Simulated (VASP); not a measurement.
Here is a VASP 6.6.1 calculation.

The input INCAR:

```
SYSTEM = Si2Ni
PREC = Accurate
ENCUT = 520
EDIFF = 1E-6
ISMEAR = 0
SIGMA = 0.05
LREAL = .False.
LASPH = .True.
NELM = 150
ALGO = Normal
ISIF = 2
LWAVE = .False.
LCHARG = .False.
ISPIN = 2
MAGMOM = 0 0 0.05
LORBIT = 11
LMAXMIX = 4
GGA = PE
IVDW = 13
NBANDS = 20
```

File KPOINTS:

```
regular mesh
0
Gamma
  8 8 8
  0 0 0
```

Contents of POSCAR:

```
Si2Ni
1.0
    0.0000000000      2.6883591696      2.6883591696
    2.6883591696      0.0000000000      2.6883591696
    2.6883591696      2.6883591696      0.0000000000
Si Ni
2 1
Direct
    0.2500000000      0.2500000000      0.2500000000
    0.7500000000      0.7500000000      0.7500000000
    0.0000000000      0.0000000000      0.0000000000
```

Potentials or basis: VASP PAW PBE potentials, release 64 (Si, Ni).

Launch:

```sh
$ cat potpaw_PBE.64/Si/POTCAR potpaw_PBE.64/Ni/POTCAR > POTCAR
$ mpirun -np 1 vasp_std > vasp.out
```

**Question.** Predict the dispersion energy per atom.

**Answer.** -0.464 eV.

**Question.** Predict the net moment.

**Answer.** 0.00 μB per cell.
